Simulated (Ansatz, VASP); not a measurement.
One calculation of PbS, two programs

Contents of INCAR:

```
SYSTEM = PbS
ALGO = Normal ; EDIFF = 1E-6
ENCUT = 500 ; GGA = PE
GGA_COMPAT = .FALSE. ; ISIF = 2
ISMEAR = 0 ; IVDW = 12
LASPH = .TRUE. ; LCHARG = .FALSE.
LREAL = .FALSE. ; LWAVE = .FALSE.
NBANDS = 28 ; NELM = 120
PREC = Accurate ; SIGMA = 0.05
```

Contents of KPOINTS:

```
k-points
0
G
  6 6 3
  0 0 0
```

The input POSCAR:

```
PbS
1.0
    0.0000000000     -3.0043750300     -3.0061807900
    0.0000000000      3.0043750300     -3.0061807900
   10.9982770800      0.0000000000      0.0000000000
Pb S
2 2
Direct
    0.7433619700      0.2433619700      0.6416181066
    0.2433619700      0.7433619700      0.3856588930
    0.2356380300      0.7356380300      0.6304144696
    0.7356380300      0.2356380300      0.3968625301
```

Input for Ansatz:

```yaml
crystal:
  lattice:
    - [0.0, -3.00437503, -3.00618079]
    - [0.0, 3.00437503, -3.00618079]
    - [10.99827708, 0.0, 0.0]
  atoms:
    - { symbol: Pb, position: [0.74336197, 0.24336197, 0.6416181066] }
    - { symbol: Pb, position: [0.24336197, 0.74336197, 0.385658893] }
    - { symbol: S, position: [0.23563803, 0.73563803, 0.6304144696] }
    - { symbol: S, position: [0.73563803, 0.23563803, 0.3968625301] }
basis:
  ecutwfc: 420
kpoints:
  mp_grid: { grid: [6, 6, 3] }
hamiltonian:
  xc: pbe
  dispersion: d3bj
scf:
  occupations: { method: gaussian, width: 0.05 }
output:
  forces: true
  stress: true
  eigenvalues: true
```

Alike in both runs: task single point; functional PBE; dispersion D3(BJ); k mesh 6 × 6 × 3; occupations gaussian, width 0.05 eV; no spin polarisation.

```csv
,VASP,Ansatz
version,VASP 6.6.1,Ansatz 0.2.0
potentials or method,"VASP PAW PBE potentials, release 64 (Pb_d, S), cutoff 500 eV","scalar-relativistic, plane waves, PAW"
valence electrons in the cell,40,40
```

VASP gave:

```
gap on the k mesh at the Fermi level (eV) : 2.07
least direct gap on the mesh (eV)         : 2.08
rms of the force components (eV/Å)        : 0.033
```

Q: Estimate Ansatz's values.

A: gap on the k mesh at the Fermi level (eV): 2.07; least direct gap on the mesh (eV): 2.08; rms of the force components (eV/Å): 0.032.

Atom by atom the forces differ by 0.003 eV/Å (rms over components).

Neither program's run includes spin-orbit coupling.
